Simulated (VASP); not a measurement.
Input of a VASP 6.6.1 run:

The input INCAR:

```
SYSTEM = Si
PREC = Accurate
ENCUT = 520
EDIFF = 1E-6
ISMEAR = 0
SIGMA = 0.15
LREAL = .False.
LASPH = .True.
NELM = 60
ALGO = Normal
ISIF = 2
LWAVE = .False.
LCHARG = .False.
GGA = PS
NBANDS = 8
```

Contents of KPOINTS:

```
regular mesh
0
Gamma
  22 22 22
  0 0 0
```

POSCAR

```
Si
1.0
    0.0000000000      1.9394929990      1.9394929990
    1.9108305409      0.0286624581      1.9108305409
    1.9108305409      1.9108305409      0.0286624581
Si
1
Direct
    0.0000000000      0.0000000000      0.0000000000
```

Potentials or basis: VASP PAW PBE potentials, release 64 (Si).

Run with:

```console
$ cat potpaw_PBE.64/Si/POTCAR > POTCAR
$ mpirun -np 1 vasp_std > vasp.out
```

Estimate the band gap on the k mesh.

zero (bands 2 and 3 overlap by 14.21 eV).

Estimate the pressure.

0.8 GPa.

Stress tensor (GPa, compression positive):
```
 1.05  0.00  0.00
 0.00  0.75 -0.21
 0.00 -0.21  0.75
```

Caveat: the cell differs from its parent crystal (strain +0.0300 x Voigt [0, 0, 0, 1, 0, 0]); the PAW data sets were made with another functional, which shifts forces and pressure a little.
